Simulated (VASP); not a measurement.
Runs of VASP 6.6.1 on Li2S. The structure is that of space group Fm-3m (No. 225), or close to it. The cells are those of the table. 

| cell | gap on the mesh (eV) | pressure (GPa) |
| --- | --- | --- |
| a = 4.076 Å, angles 60.0°, 3 atoms | 3.33 | -4.0 |
| a = 3.968 Å, angles 60.0°, 3 atoms | 3.29 | -1.1 |
| a = 3.996 Å, angles 60.0°, 3 atoms | 3.30 | -2.0 |
| a = 4.102 Å, angles 60.0°, 3 atoms | 3.34 | (a) |
| a = 4.023 Å, angles 60.0°, 3 atoms | 3.32 | (b) |

Alike in all rows: task single point; level LDA; potentials or basis VASP PAW LDA potentials, release 64 (S, Li_sv); no spin polarisation; k mesh 7 × 7 × 7; cutoff (eV) 750; smearing fermi-dirac 0.05 eV.

Task: Fill in the values left out.

Result: (a) -4.6; (b) -2.7.

Caveats: an odd mesh through Γ misses points on the zone boundary, where band edges can lie; the cell stands under tension (at least some runs).
